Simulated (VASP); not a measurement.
# O (C2/m) in VASP: notebook

O is run at these levels: PBE; tasks: single point.

All numbers are computed with VASP 6.6.1; they aren't measurements. Logs are shortened: lines on timing, memory, paths and dates and some standing lists are left out, and cuts for length are marked.

## Step 1: The cell of the first run

Symmetry: C2/m, No. 12, monoclinic system. The conventional cell has a = 5.703 Å, b = 3.325 Å, c = 4.363 Å, α = 90.00°, β = 123.29°, γ = 90.00°. O (site symmetry m) has 1 O at 1.22 Å within 1.6 Å.

## Step 2: Single point, PBE, collinear spin, ferromagnetic start

File INCAR:

```
SYSTEM = O
ALGO     = Normal         ! electronic algorithm
EDIFF    = 1E-6           ! SCF threshold, eV
ENCUT    = 520            ! plane-wave cutoff, eV
GGA      = PE             ! functional
ISIF     = 2              ! what is computed and relaxed
ISMEAR   = -1             ! smearing method
ISPIN    = 2              ! spin polarisation
LASPH    = .True.         ! aspherical terms in the spheres
LCHARG   = .True.         ! write CHGCAR
LELF     = .True.         ! ELF
LORBIT   = 11             ! projections on sites
LREAL    = .False.        ! projectors in reciprocal space
LVHAR    = .True.       
LWAVE    = .False.        ! write WAVECAR
MAGMOM   = 1 1            ! initial moments
NBANDS   = 17             ! bands
NELM     = 150            ! most SCF steps
PREC     = Accurate       ! precision mode
SIGMA    = 0.05           ! smearing width, eV
```

File KPOINTS:

```
k-points
0
Gamma
  9 9 7
  0 0 0
```

File POSCAR:

```
O
1.0
    2.8514028533     -1.6624159400      0.0000000000
    2.8514028533      1.6624159400      0.0000000000
   -2.3944914034      0.0000000000      3.6470501824
O
2
Direct
    0.0254538300      0.0254538300      0.1555740200
    0.9745461700      0.9745461700      0.8444259800
```

Potentials or basis: VASP PAW PBE potentials, release 64 (O).

Launch:

```bash
$ cat potpaw_PBE.64/O/POTCAR > POTCAR
$ mpirun -np 1 vasp_std > vasp.out
```

OUTCAR:

```text
SYSTEM = O
   EDIFF = 1E-6
   ENCUT = 520
   GGA = PE
   ISIF = 2
   ISMEAR = -1
   ISPIN = 2
   LASPH = .True.
   LORBIT = 11
   LREAL = .False.
   NELM = 150
   PREC = Accurate

 ion  position               nearest neighbor table
   1  0.025  0.025  0.156-   2 1.22
   2  0.975  0.975  0.844-   1 1.22

  LATTYP: Found a base centered monoclinic cell.
 ALAT       =     5.7028057066
 B/A-ratio  =     0.5830168607
 C/A-ratio  =     0.7650377976
 COS(beta)  =    -0.5488350190

  Lattice vectors:

 A1 = (   2.8514028533,  -1.6624159400,   0.0000000000)
 A2 = (   2.8514028533,   1.6624159400,   0.0000000000)
 A3 = (  -2.3944914034,   0.0000000000,   3.6470501824)

Analysis of symmetry for initial positions (statically):
=====================================================================
 Subroutine PRICEL returns:
 Original cell was already a primitive cell.

 Routine SETGRP: Setting up the symmetry group for a
 base centered monoclinic supercell.

 Subroutine GETGRP returns: Found  4 space group operations
 (whereof  4 operations were pure point group operations)
 out of a pool of  4 trial point group operations.

The static configuration has the point symmetry C_2h.

Analysis of symmetry for dynamics (positions and initial velocities):
=====================================================================
 Subroutine PRICEL returns:
 Original cell was already a primitive cell.

 Routine SETGRP: Setting up the symmetry group for a
 base centered monoclinic supercell.

 Subroutine GETGRP returns: Found  4 space group operations
 (whereof  4 operations were pure point group operations)
 out of a pool of  4 trial point group operations.

The dynamic configuration has the point symmetry C_2h.

Analysis of structural, dynamic, and magnetic symmetry:
=====================================================================
 Subroutine PRICEL returns:
 Original cell was already a primitive cell.

 Routine SETGRP: Setting up the symmetry group for a
 base centered monoclinic supercell.

 Subroutine GETGRP returns: Found  4 space group operations
 (whereof  4 operations were pure point group operations)
 out of a pool of  4 trial point group operations.

The overall configuration has the point symmetry C_2h.

 Subroutine INISYM returns: Found  4 space group operations
 (whereof  4 operations are pure point group operations),
[... 110 lines left out ...]
   EFERMI =   0.00;   METHOD = LEGACY
   ISMEAR =    -1;   SIGMA  =   0.05  broadening in eV -4-tet -1-fermi 0-gaus
   EFERMI_NEDOS =   21; number of points for ismear=-14 and -15
   IALGO  =     38    algorithm
   IMIX   =      4    mixing-type and parameters
     AMIX     =   0.40;   BMIX     =  1.00
     AMIX_MAG =   1.60;   BMIX_MAG =  1.00
  volume/ion in A,a.u.               =      17.29       116.66
  Fermi-wavevector in a.u.,A,eV,Ry     =   1.150479  2.174089 18.008688  1.323601
  Thomas-Fermi vector in A             =   2.287142
   LORBIT       =     11    0 simple, 1 ext, 2 COOP (PROOUT), +10 PAW based schemes
   GGA     = PE    functional components
   LHFCALC =     F    Hartree Fock is set to
   AEXX    =    0.0000 exact exchange contribution
   IVDW    =     0    specifies the selected vdW correction
   LEPSILON=     F    determine dielectric tensor
   LRPA    =     F    only Hartree local field effects (RPA)
 spin polarized calculation
  energy-cutoff  :      520.00
  volume of cell :       34.58
 maximum number of plane-waves:       947
 NGX is ok and might be reduce to    28
   NGX = 13   NGY = 13   NGZ = 17

 number of electron      11.9999999 magnetization       1.9999999

 Free energy of the ion-electron system (eV)
  ---------------------------------------------------
  ext. energy  EPLUGINS =         0.00000000
  ---------------------------------------------------
  free energy    TOTEN  =        -9.85909031 eV

  energy without entropy =       -9.85909022  energy(sigma->0) =       -9.85909026

 E-fermi :  -1.6926     XC(G=0):  -7.3774

 val. band max:       -2.3781780162   @ k =   0.4444   0.4444   0.0000
 cond. band min:      -1.0471295124   @ k =  -0.4444   0.0000   0.4286
 fundamental gap:      1.3310485038
 Fermi energy:        -1.6925976597

 spin component 1

 k-point     1 :       0.0000    0.0000    0.0000
  band No.  band energies     occupation
      1     -28.6668      1.00000
      2     -16.2710      1.00000
      3      -9.8596      1.00000
      4      -8.7926      1.00000
      5      -8.7649      1.00000
      6      -2.8054      1.00000
[... 459 lines left out ...]
      6      -2.7156      1.00000
[... 9 lines left out ...]
     16      22.7065      0.00000
     17      24.6176      0.00000

 [... further k-points ...]

 spin component 2

 k-point     1 :       0.0000    0.0000    0.0000
  band No.  band energies     occupation
      1     -27.4626      1.00000
      2     -14.4462      1.00000
      3      -9.0310      1.00000
      4      -6.8326      1.00000
      5      -6.8074      1.00000
      6      -0.4968      0.00000
[... 459 lines left out ...]
      6      -0.4307      0.00000
[... 9 lines left out ...]
     16      23.1948      0.00000
     17      25.1408      0.00000

 [... further k-points ...]
[... 5 lines left out ...]
  --------------------------------------------------------------------------------------
  -------------------------------------------------------------------------------------
  Total        0.3760234      0.2567737      0.9589018      0.0000000      0.0000000     -0.2992907
  in kB       17.4243030     11.8984684     44.4339302      0.0000000      0.0000000    -13.8686353
  external PRESSURE =      24.5855672 kB  Pullay stress =       0.0000000 kB

 VOLUME and BASIS-vectors are now :
 -----------------------------------------------------------------------------
  energy-cutoff  :      520.00
  volume of cell :       34.58
      direct lattice vectors                 reciprocal lattice vectors
     2.851402853 -1.662415940  0.000000000     0.175352283 -0.300767087  0.115128532
     2.851402853  1.662415940  0.000000000     0.175352283  0.300767087  0.115128532
    -2.394491403  0.000000000  3.647050182     0.000000000  0.000000000  0.274194198

 POSITION                                       TOTAL-FORCE (eV/Angst)
 -----------------------------------------------------------------------------------
     -0.22736      0.00000      0.56739        -0.279082      0.000000      0.692870
      3.53568      0.00000      3.07966         0.279082      0.000000     -0.692870
 -----------------------------------------------------------------------------------
    total drift:                                0.000000      0.000000      0.000000

  FREE ENERGIE OF THE ION-ELECTRON SYSTEM (eV)
  ---------------------------------------------------
  free  energy   TOTEN  =        -9.8590903105 eV

  energy  without entropy=       -9.8590902157  energy(sigma->0) =       -9.85909026

 total charge

# of ion       s       p       d       tot
------------------------------------------
    1        1.612   3.294   0.000   4.906
    2        1.612   3.294   0.000   4.906
--------------------------------------------------
tot          3.225   6.588   0.000   9.813

 magnetization (x)

# of ion       s       p       d       tot
------------------------------------------
    1        0.011   0.800   0.000   0.810
    2        0.011   0.800   0.000   0.810
--------------------------------------------------
tot          0.021   1.600   0.000   1.621
```

OSZICAR:

```text
N       E                     dE             d eps       ncg     rms          rms(c)
DAV:   1     0.413480784919E+02    0.41348E+02   -0.53755E+03 10960   0.592E+02
DAV:   2    -0.813106095548E+01   -0.49479E+02   -0.46574E+02 14302   0.153E+02
DAV:   3    -0.979303207682E+01   -0.16620E+01   -0.16554E+01 12544   0.248E+01
DAV:   4    -0.979887735771E+01   -0.58453E-02   -0.58451E-02 13669   0.171E+00
DAV:   5    -0.979890354736E+01   -0.26190E-04   -0.26190E-04 12598   0.107E-01    0.649E+00
DAV:   6    -0.983368144970E+01   -0.34778E-01   -0.95060E-01 12282   0.668E+00    0.300E+00
DAV:   7    -0.984626902936E+01   -0.12588E-01   -0.19264E-01 11285   0.340E+00    0.153E+00
DAV:   8    -0.985713053476E+01   -0.10862E-01   -0.35943E-02 12453   0.148E+00    0.429E-01
DAV:   9    -0.985854262947E+01   -0.14121E-02   -0.30728E-03 11789   0.422E-01    0.207E-01
DAV:  10    -0.985904488345E+01   -0.50225E-03   -0.48812E-04 11870   0.177E-01    0.422E-02
DAV:  11    -0.985907314690E+01   -0.28263E-04   -0.49717E-05 12230   0.543E-02    0.204E-02
DAV:  12    -0.985908933246E+01   -0.16186E-04   -0.64717E-06 11969   0.202E-02    0.576E-03
DAV:  13    -0.985909031052E+01   -0.97805E-06   -0.41285E-07 10887   0.493E-03
   1 F= -.98590903E+01 E0= -.98590903E+01  d E =-.948204E-07  mag=     2.0000
```

stdout:

```text
POSCAR found type information on POSCAR O
 POSCAR found :  1 types and       2 ions
 scaLAPACK will be used
 LDA part: xc-table for (Slater+PW92), standard interpolation
 POSCAR, INCAR and KPOINTS ok, starting setup
 FFT: planning ... GRIDC
 FFT: planning ... GRID_SOFT
 FFT: planning ... GRID
 WAVECAR not read
 entering main loop
```

It took 2.6 min on 1 thread of Intel Xeon Platinum 8259CL at 2.50GHz (Skylake/Cascade Lake), shared host; peak memory 0.25 GiB.

What came out:

| Property | Result |
| --- | --- |
| Free energy | -9.8591 eV |
| Pressure | 2.5 GPa |
| Largest force | 0.747 eV/Å |
| Band gap on the k mesh | 1.33 eV, indirect (least direct gap 1.54 eV) |
| Net moment | 2.00 μB per cell |
| Site moments | O +0.81 μB |
| Valence electrons inside the program's atomic spheres | O 4.91 |

Forces on the atoms (eV/Å):
```
O   -0.279  0.000  0.693
O    0.279  0.000 -0.693
```

Stress tensor (GPa, compression positive):
```
 1.74  0.00 -1.39
 0.00  1.19  0.00
-1.39  0.00  4.44
```

Caveat: the standard files for N, O and F lose accuracy on very short bonds.

## Step 3: Single point, PBE, collinear spin, ferromagnetic start

File INCAR:

```
SYSTEM = O
PREC = Accurate ; ENCUT = 520
EDIFF = 1E-7 ; ISMEAR = -1
SIGMA = 0.05 ; LREAL = .FALSE.
LASPH = .TRUE. ; NELM = 150
ALGO = Normal ; ISIF = 2
LWAVE = .FALSE. ; LCHARG = .FALSE.
ISPIN = 2 ; MAGMOM = 0.6 0.6
LORBIT = 11 ; GGA = PE
NBANDS = 17
```

File KPOINTS:

```
regular mesh
0
G
  9 9 7
  0 0 0
```

POSCAR is that of step 2.

Potentials or basis: VASP PAW PBE potentials, release 64 (O).

Launch:

```bash
$ cat potpaw_PBE.64/O/POTCAR > POTCAR
$ mpirun -np 1 vasp_std > vasp.out
```

Wall time 2.9 min (1 thread of Intel Xeon Platinum 8259CL at 2.50GHz (Skylake/Cascade Lake), shared host); peak memory 0.26 GiB.

It converged, with:

| Item | Value |
| --- | --- |
| Free energy | -9.8591 eV |
| Pressure | 2.5 GPa |
| Largest force | 0.747 eV/Å |
| Band gap on the k mesh | 1.33 eV, indirect (least direct gap 1.54 eV) |
| Net moment | 2.00 μB per cell |
| Site moments | O +0.81 μB |
| Valence electrons inside the program's atomic spheres | O 4.91 |

Forces on the atoms (eV/Å):
```
O   -0.279  0.000  0.693
O    0.279  0.000 -0.693
```

Stress tensor (GPa, compression positive):
```
 1.75  0.00 -1.39
 0.00  1.19  0.00
-1.39  0.00  4.46
```

Levels at points of the mesh, in eV from the valence-band top:
Spin up:
```
           k point  band 3  band 4  band 5  band 6  band 7  band 8  band 9  band 10  band 11  band 12
(0.00, 0.00, 0.00)   -7.48   -6.41   -6.39   -0.43   -0.17    7.12   10.71    14.75    15.85    18.47
```
Spin down:
| k point | band 1 | band 2 | band 3 | band 4 | band 5 | band 6 | band 7 | band 8 | band 9 | band 10 |
| --- | --- | --- | --- | --- | --- | --- | --- | --- | --- | --- |
| (0.00, 0.00, 0.00) | -25.08 | -12.07 | -6.65 | -4.45 | -4.43 | 1.88 | 2.22 | 7.57 | 11.80 | 14.98 |

Caveat: the standard files for N, O and F lose accuracy on very short bonds. A k mesh can miss the band edges.
